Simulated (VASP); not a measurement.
# N (P-1) in VASP: notebook

N is run at these levels: LDA; tasks: single point.

Program: VASP 6.6.1. These are calculated values, not measurements. Logs are shortened: lines on timing, memory, paths and dates and some standing lists are left out, and cuts for length are marked.

### Step 1. The cell of the first run

The typed cell holds 8 atoms: a = 3.527 Å, b = 3.527 Å, c = 13.954 Å, α = 90.60°, β = 89.40°, γ = 60.00°.

### Step 2. Single point, LDA (the part above a cut slid along it)

Input file INCAR:

```
ALGO     = Normal         # electronic algorithm
EDIFF    = 1E-6           # SCF threshold, eV
ENCUT    = 520            # plane-wave cutoff, eV
GGA      = CA             # functional
ISIF     = 2              # what is computed and relaxed
ISMEAR   = 0              # smearing method
LASPH    = True           # aspherical terms in the spheres
LCHARG   = False          # write CHGCAR
LREAL    = False          # projectors in reciprocal space
LWAVE    = False          # write WAVECAR
NBANDS   = 30             # bands
NELM     = 60             # most SCF steps
PREC     = Accurate       # precision mode
SIGMA    = 0.05           # smearing width, eV
```

Input file KPOINTS:

```
k-points
0
Gamma
  7 7 2
```

Input file POSCAR:

```
N
1.0
   -3.5269202438      0.0000000000      0.0000000000
   -1.7634601219     -3.0544025283      0.0000000000
   -0.1469550102      0.2545335440     13.9505029787
N
8
Direct
    0.2587170304      0.4079496362      0.8953956348
    0.2994876721      0.3671789946      0.4061479353
    0.2652523905      0.4014142761      0.8169713135
    0.3060230322      0.3606436345      0.3277236140
    0.6532063262      0.6801270071      0.1615240855
    0.6124356846      0.7208976488      0.6507717850
    0.6597416863      0.6735916470      0.0830997643
    0.6189710447      0.7143622886      0.5723474638
```

Potentials or basis: VASP PAW LDA potentials, release 64 (N).

Started as:

```
$ cat potpaw_LDA.64/N/POTCAR > POTCAR
$ mpirun -np 1 vasp_std > vasp.out
```

OUTCAR:

```text
EDIFF = 1E-6
   ENCUT = 520
   GGA = CA
   ISIF = 2
   ISMEAR = 0
   LASPH = True
   LREAL = False
   NELM = 60
   PREC = Accurate

 ion  position               nearest neighbor table
   1  0.259  0.408  0.895-   3 1.09
   2  0.299  0.367  0.406-   4 1.09
   3  0.265  0.401  0.817-   1 1.09
   4  0.306  0.361  0.328-   2 1.09
   5  0.653  0.680  0.162-   7 1.09
   6  0.612  0.721  0.651-   8 1.09
   7  0.660  0.674  0.083-   5 1.09
   8  0.619  0.714  0.572-   6 1.09

  LATTYP: Found a base centered monoclinic cell.
 ALAT       =     3.5269202438
 B/A-ratio  =     1.7320508076
 C/A-ratio  =     3.9563125127
 COS(beta)  =    -0.0210633849

  Lattice vectors:

 A1 = (  -1.7634601219,  -3.0544025283,   0.0000000000)
 A2 = (   3.5269202438,   0.0000000000,   0.0000000000)
 A3 = (  -0.1469550102,   0.2545335440,  13.9505029787)

Analysis of symmetry for initial positions (statically):
=====================================================================
 Subroutine PRICEL returns:
 Original cell was already a primitive cell.

 Routine SETGRP: Setting up the symmetry group for a
 base centered monoclinic supercell.

 Subroutine GETGRP returns: Found  2 space group operations
 (whereof  1 operations were pure point group operations)
 out of a pool of  4 trial point group operations.

The static configuration has the point symmetry C_1 .
 The point group associated with its full space group is S_2 .

Analysis of symmetry for dynamics (positions and initial velocities):
=====================================================================
 Subroutine PRICEL returns:
 Original cell was already a primitive cell.

 Routine SETGRP: Setting up the symmetry group for a
 base centered monoclinic supercell.

 Subroutine GETGRP returns: Found  2 space group operations
 (whereof  1 operations were pure point group operations)
 out of a pool of  4 trial point group operations.

The dynamic configuration has the point symmetry C_1 .
 The point group associated with its full space group is S_2 .

 Subroutine INISYM returns: Found  2 space group operations
 (whereof  1 operations are pure point group operations),
 and found     1 'primitive' translations

----------------------------------------------------------------------------------------

                                     Primitive cell

  volume of cell :     150.2837

  direct lattice vectors                    reciprocal lattice vectors
    -3.526920244  0.000000000  0.000000000    -0.283533488  0.163698136 -0.005973500
    -1.763460122 -3.054402528  0.000000000     0.000000000 -0.327396272  0.005973500
    -0.146955010  0.254533544 13.950502979     0.000000000  0.000000000  0.071682003

  length of vectors
     3.526920244  3.526920244 13.953598692     0.327450762  0.327450762  0.071682003

  position of ions in fractional coordinates (direct lattice)
     0.258717030  0.407949636  0.895395635
     0.299487672  0.367178995  0.406147935
     0.265252391  0.401414276  0.816971313
     0.306023032  0.360643635  0.327723614
     0.653206326  0.680127007  0.161524085
     0.612435685  0.720897649  0.650771785
     0.659741686  0.673591647  0.083099764
     0.618971045  0.714362289  0.572347464

  ion indices of the primitive-cell ions
   primitive index   ion index
                 1           1
                 2           2
                 3           3
                 4           4
                 5           5
                 6           6
                 7           7
                 8           8

----------------------------------------------------------------------------------------

 KPOINTS: k-points

Automatic generation of k-mesh.
 Grid dimensions read from file:
 generate k-points for:    7    7    2

 Generating k-lattice:

  Cartesian coordinates                     Fractional coordinates (reciprocal lattice)
    -0.040504784  0.023385448 -0.000853357     0.142857143  0.000000000  0.000000000
     0.000000000 -0.046770896  0.000853357     0.000000000  0.142857143  0.000000000
     0.000000000  0.000000000  0.035841002     0.000000000  0.000000000  0.500000000

  Length of vectors
     0.046778680  0.046778680  0.035841002

  Shift w.r.t. Gamma in fractional coordinates (k-lattice)
     0.000000000  0.000000000  0.000000000

 Subroutine IBZKPT returns following result:
 ===========================================

 Found     50 irreducible k-points:

 Following reciprocal coordinates:
            Coordinates               Weight
  0.000000  0.000000  0.000000      1.000000
  0.142857 -0.000000  0.000000      2.000000
  0.000000  0.142857  0.000000      2.000000
  0.285714  0.000000  0.000000      2.000000
  0.000000  0.285714  0.000000      2.000000
  0.428571  0.000000  0.000000      2.000000
[... 16 lines left out ...]
 -0.285714  0.285714  0.000000      2.000000
  0.428571  0.428571  0.000000      2.000000
 [... further k-points ...]
   k-points           NKPTS =     50   k-points in BZ     NKDIM =     50   number of bands    NBANDS=     30
   number of dos      NEDOS =    301   number of ions     NIONS =      8
   total plane-waves  NPLWV =  84672
   dimension x,y,z NGX =    28 NGY =   28 NGZ =  108
   dimension x,y,z NGXF=    56 NGYF=   56 NGZF=  216
   ions per type =               8
   NGX,Y,Z   is equivalent  to a cutoff of  13.20, 13.20, 12.87 a.u.
   NGXF,Y,Z  is equivalent  to a cutoff of  26.40, 26.40, 25.73 a.u.
 SYSTEM =  unknown system
   PREC   = accura    normal or accurate (medium, high low for compatibility)
   ISTART =      0    job   : 0-new  1-cont  2-samecut
   ICHARG =      2    charge: 1-file 2-atom 10-const
   ISPIN  =      1    spin polarized calculation?
   LNONCOLLINEAR =      F non collinear calculations
   LSORBIT =      F    spin-orbit coupling
   LASPH  =      T    aspherical Exc in radial PAW
   ENCUT  =  520.0 eV  38.22 Ry    6.18 a.u.   6.56  6.56 25.94*2*pi/ulx,y,z
   NELM   =     60;   NELMIN=  2; NELMDL= -5     # of ELM steps
   EDIFF  = 0.1E-05   stopping-criterion for ELM
   LREAL  =      F    real-space projection
   EDIFFG = 0.1E-04   stopping-criterion for IOM
   NSW    =      0    number of steps for IOM
   IBRION =     -1    ionic relax: 0-MD 1-quasi-New 2-CG
   NFREE  =      0    steps in history (QN), initial steepest desc. (CG)
   ISIF   =      2    stress and relaxation
   ISYM   =      2    0-nonsym 1-usesym 2-fastsym
   POTIM  = 0.5000    time-step for ionic-motion
   TEBEG  =    0.0;   TEEND  =   0.0 temperature during run
   PSTRESS=    0.0 pullay stress
   NELECT =      40.0000    total number of electrons
   NUPDOWN=      -1.0000    fix difference up-down
   EMIN   =  10.00;   EMAX   =-10.00  energy-range for DOS
   EFERMI =   0.00;   METHOD = LEGACY
   ISMEAR =     0;   SIGMA  =   0.05  broadening in eV -4-tet -1-fermi 0-gaus
   EFERMI_NEDOS =   21; number of points for ismear=-14 and -15
   IALGO  =     38    algorithm
   IMIX   =      4    mixing-type and parameters
     AMIX     =   0.40;   BMIX     =  1.00
     AMIX_MAG =   1.60;   BMIX_MAG =  1.00
  volume/ion in A,a.u.               =      18.79       126.77
  Fermi-wavevector in a.u.,A,eV,Ry     =   1.053071  1.990015 15.088291  1.108958
  Thomas-Fermi vector in A             =   2.188178
   LORBIT       =      0    0 simple, 1 ext, 2 COOP (PROOUT), +10 PAW based schemes
   GGA     = CA    functional components
   LHFCALC =     F    Hartree Fock is set to
   AEXX    =    0.0000 exact exchange contribution
   IVDW    =     0    specifies the selected vdW correction
   LEPSILON=     F    determine dielectric tensor
   LRPA    =     F    only Hartree local field effects (RPA)
 non-spin polarized calculation
 Gauss-broadening in eV      SIGMA  =   0.05
  energy-cutoff  :      520.00
  volume of cell :      150.28
 maximum number of plane-waves:      4104
 NGX is ok and might be reduce to    28
   NGX = 13   NGY = 13   NGZ = 51

 number of electron      40.0000003 magnetization

 Free energy of the ion-electron system (eV)
  ---------------------------------------------------
  ext. energy  EPLUGINS =         0.00000000
  ---------------------------------------------------
  free energy    TOTEN  =       -70.33024977 eV

  energy without entropy =      -70.33024977  energy(sigma->0) =      -70.33024977

 E-fermi :  -5.2565     XC(G=0):  -7.7448

 val. band max:       -5.5468180217   @ k =   0.0000   0.1429   0.0000
 cond. band min:       0.8854380208   @ k =   0.1429  -0.4286  -0.0000
 fundamental gap:      6.4322560425
 Fermi energy:        -5.2565256869

 k-point     1 :       0.0000    0.0000    0.0000
  band No.  band energies     occupation
      1     -24.4261      2.00000
      2     -24.4051      2.00000
      3     -24.3972      2.00000
      4     -24.3782      2.00000
      5     -10.1056      2.00000
      6      -9.6537      2.00000
[... 22 lines left out ...]
     29       5.0412      0.00000
     30       5.1540      0.00000

 k-point     2 :       0.1429   -0.0000    0.0000
  band No.  band energies     occupation
      1     -24.4078      2.00000
      2     -24.3887      2.00000
      3     -24.3812      2.00000
      4     -24.3641      2.00000
      5      -9.9999      2.00000
      6      -9.5868      2.00000
[... 22 lines left out ...]
     29       5.3638      0.00000
     30       5.5090      0.00000

 k-point     3 :       0.0000    0.1429    0.0000
  band No.  band energies     occupation
      1     -24.4078      2.00000
      2     -24.3886      2.00000
      3     -24.3813      2.00000
      4     -24.3641      2.00000
      5     -10.0016      2.00000
      6      -9.5840      2.00000
[... 22 lines left out ...]
     29       5.3644      0.00000
     30       5.5045      0.00000

 k-point     4 :       0.2857    0.0000    0.0000
  band No.  band energies     occupation
      1     -24.3654      2.00000
      2     -24.3515      2.00000
      3     -24.3452      2.00000
      4     -24.3335      2.00000
      5      -9.7232      2.00000
      6      -9.4300      2.00000
[... 22 lines left out ...]
     29       6.0650      0.00000
     30       6.2650      0.00000

 k-point     5 :       0.0000    0.2857    0.0000
  band No.  band energies     occupation
      1     -24.3656      2.00000
      2     -24.3511      2.00000
      3     -24.3458      2.00000
      4     -24.3331      2.00000
      5      -9.7319      2.00000
      6      -9.4168      2.00000
[... 22 lines left out ...]
     29       6.0552      0.00000
     30       6.2641      0.00000
[... 526 lines left out ...]
     29       6.8118      0.00000
     30       7.6551      0.00000

 k-point    22 :       0.2857   -0.4286   -0.0000
  band No.  band energies     occupation
      1     -24.3131      2.00000
      2     -24.3085      2.00000
      3     -24.3066      2.00000
      4     -24.3023      2.00000
      5      -9.2568      2.00000
      6      -9.1913      2.00000
[... 22 lines left out ...]
     29       6.7796      0.00000
     30       7.6634      0.00000

 k-point    23 :      -0.2857    0.2857    0.0000
  band No.  band energies     occupation
      1     -24.3130      2.00000
      2     -24.3088      2.00000
      3     -24.3059      2.00000
      4     -24.3027      2.00000
      5      -9.2520      2.00000
      6      -9.2096      2.00000
[... 22 lines left out ...]
     29       6.7951      0.00000
     30       7.6126      0.00000

 k-point    24 :       0.4286    0.4286    0.0000
  band No.  band energies     occupation
      1     -24.3290      2.00000
      2     -24.3206      2.00000
      3     -24.3170      2.00000
      4     -24.3104      2.00000
      5      -9.4240      2.00000
      6      -9.2713      2.00000
[... 22 lines left out ...]
     29       6.6213      0.00000
     30       7.2148      0.00000

 [... further k-points ...]

------------------------ aborting loop because EDIFF is reached ----------------------------------------

  FORCE on cell =-STRESS in cart. coord.  units (eV):
  Direction    XX          YY          ZZ          XY          YZ          ZX
  --------------------------------------------------------------------------------------
  -------------------------------------------------------------------------------------
  Total       -0.1885523     -0.2216605      6.4570381     -0.0103368     -0.0220331      0.0266458
  in kB       -2.0101604     -2.3631277     68.8386204     -0.1102004     -0.2348955      0.2840713
  external PRESSURE =      21.4884441 kB  Pullay stress =       0.0000000 kB

 VOLUME and BASIS-vectors are now :
 -----------------------------------------------------------------------------
  energy-cutoff  :      520.00
  volume of cell :      150.28
      direct lattice vectors                 reciprocal lattice vectors
    -3.526920244  0.000000000  0.000000000    -0.283533488  0.163698136 -0.005973500
    -1.763460122 -3.054402528  0.000000000     0.000000000 -0.327396272  0.005973500
    -0.146955010  0.254533544 13.950502979     0.000000000  0.000000000  0.071682003

 POSITION                                       TOTAL-FORCE (eV/Angst)
 -----------------------------------------------------------------------------------
     -1.76346     -1.01813     12.49122        -0.019304      0.016642      1.549119
     -1.76346     -1.01813      5.66597         0.000005     -0.000045      1.531315
     -1.76346     -1.01813     11.39716         0.004823     -0.004273     -1.517808
     -1.76346     -1.01813      4.57191        -0.000128      0.000146     -1.532392
     -3.52692     -2.03627      2.25334        -0.004823      0.004273      1.517808
     -3.52692     -2.03627      9.07859         0.000128     -0.000146      1.532392
     -3.52692     -2.03627      1.15928         0.019304     -0.016642     -1.549119
     -3.52692     -2.03627      7.98453        -0.000005      0.000045     -1.531315
 -----------------------------------------------------------------------------------
    total drift:                                0.000002      0.000003      0.000018

  FREE ENERGIE OF THE ION-ELECTRON SYSTEM (eV)
  ---------------------------------------------------
  free  energy   TOTEN  =       -70.3302497718 eV

  energy  without entropy=      -70.3302497718  energy(sigma->0) =      -70.33024977
```

It took 2 min on 1 thread of Intel Xeon 6975P-C (Granite Rapids), shared host; peak memory 0.3 GiB.

What came out:

| Quantity | Value |
| --- | --- |
| Free energy | -70.3302 eV |
| Pressure | 2.1 GPa |
| Largest force | 1.549 eV/Å |
| Band gap on the k mesh | 6.43 eV (least direct gap 6.60 eV) |

Forces in eV/Å, atoms in the order of the input:
```
N   -0.019  0.017  1.549
N    0.000  0.000  1.531
N    0.005 -0.004 -1.518
N    0.000  0.000 -1.532
N   -0.005  0.004  1.518
N    0.000  0.000  1.532
N    0.019 -0.017 -1.549
N    0.000  0.000 -1.531
```

Levels at points of the mesh, in eV from the valence-band top:
```
           k point  band 18  band 19  band 20  band 21  band 22  band 23
(0.00, 0.00, 0.00)    -0.85    -0.69     0.00     7.91     7.94     8.10
(0.00, 0.00, 0.50)    -1.39    -0.29    -0.14     7.96     7.97     8.00
```

Caveat: the cell differs from its parent crystal (the part above a cut slid along it); the standard files for N, O and F lose accuracy on very short bonds; the stress differs along the axes, from -0 to 7 GPa; forces of over 1 eV/Å act on the atoms, so gaps and moduli don't describe the material at rest. A k mesh can miss the band edges.

[end of part 1 of 2]
